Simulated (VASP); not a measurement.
Input of a VASP 6.6.1 run:

Contents of POSCAR:

```
InGa3As4
1.0
    5.7792007558      0.0000000000      0.0000000000
    0.0000000000      5.7792007558      0.0000000000
    0.0000000000      0.0000000000      5.7792007558
Ga As In
3 4 1
Direct
    0.5000000000      0.0000000000      0.0000000000
    0.0000000000      0.5000000000      0.0000000000
    0.0000000000      0.0000000000      0.5000000000
    0.7595397503      0.2404602497      0.2404602497
    0.2404602497      0.7595397503      0.2404602497
    0.2404602497      0.2404602497      0.7595397503
    0.7595397503      0.7595397503      0.7595397503
    0.5000000000      0.5000000000      0.5000000000
```

INCAR.step1

```
SYSTEM = InGa3As4
ALGO = Normal ; EDIFF = 1E-4
ENCUT = 520 ; GGA = PE
ISMEAR = -1 ; LASPH = .TRUE.
LCHARG = .FALSE. ; LREAL = .FALSE.
LWAVE = .TRUE. ; NBANDS = 46
NELM = 100 ; PREC = Accurate
SIGMA = 0.02
```

INCAR.step2

```
SYSTEM = InGa3As4
ALGO = Normal ; EDIFF = 1E-6
ENCUT = 520 ; ISIF = 2
ISMEAR = -1 ; ISTART = 1
LASPH = .TRUE. ; LCHARG = .FALSE.
LMIXTAU = .TRUE. ; LREAL = .FALSE.
LWAVE = .FALSE. ; METAGGA = R2SCAN
NBANDS = 46 ; NELM = 100
PREC = Accurate ; SIGMA = 0.02
```

File KPOINTS:

```
k-points
0
G
  4 4 4
  0 0 0
```

Potentials or basis: VASP PAW PBE potentials, release 64 (Ga_d, As, In_d).

The run is started by

```console
$ cat potpaw_PBE.64/Ga_d/POTCAR potpaw_PBE.64/As/POTCAR potpaw_PBE.64/In_d/POTCAR > POTCAR
$ cp INCAR.step1 INCAR
$ mpirun -np 1 vasp_std > vasp.out
$ cp INCAR.step2 INCAR
$ mpirun -np 1 vasp_std > vasp.out
```

Q: Predict the pressure.

A: 0.0 GPa.

Q: Estimate the band gap on the k mesh.

A: 0.54 eV.

Q: Estimate the largest force.

A: 0.004 eV/Å.

Forces on the atoms (eV/Å):
```
Ga   0.000  0.000  0.000
Ga   0.000  0.000  0.000
Ga   0.000  0.000  0.000
As  -0.002  0.002  0.002
As   0.002 -0.002  0.002
As   0.002  0.002 -0.002
As  -0.002 -0.002 -0.002
In   0.000  0.000  0.000
```

Caveat: the PAW data sets were made with another functional, which shifts forces and pressure a little; spin-orbit coupling is left out, which moves the levels of the heavy elements.
